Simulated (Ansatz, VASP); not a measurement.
AgCl in VASP and in Ansatz

```xyz
2
Lattice="3.3608 -0.0298 -0.0298 -0.0298 3.3608 -0.0298 -0.0298 -0.0298 3.3608" Properties=species:S:1:pos:R:3 pbc="T T T"
Ag    0.0000    0.0000    0.0000
Cl    1.6505    1.6505    1.6505
```

Alike in both runs: task single point; functional PBEsol; k mesh 12 × 12 × 12; occupations gaussian, width 0.05 eV; no spin polarisation.

|  | VASP | Ansatz |
| --- | --- | --- |
| version | VASP 6.6.1 | Ansatz 0.2.0 |
| potentials or method | VASP PAW PBE potentials, release 64 (Ag, Cl), cutoff 520 eV | scalar-relativistic, plane waves, PAW |
| valence electrons in the cell | 18 | 26 |

VASP gave:

```
gap on the k mesh at the Fermi level (eV)                     : 0.38
least direct gap on the mesh (eV)                             : 2.14
pressure (GPa)                                                : -1.7
traceless stress, the component that is largest in VASP (GPa) : -0.23
```

Q: Estimate Ansatz's values.

A: gap on the k mesh at the Fermi level (eV): 0.37; least direct gap on the mesh (eV): 2.13; pressure (GPa): -1.6; traceless stress, the component that is largest in VASP (GPa): -0.23.

VASP's potentials were made for PBE, not for PBEsol. VASP's potentials hold 18 valence electrons a cell and Ansatz's 26, so a difference there can come from the potentials and not from the codes.
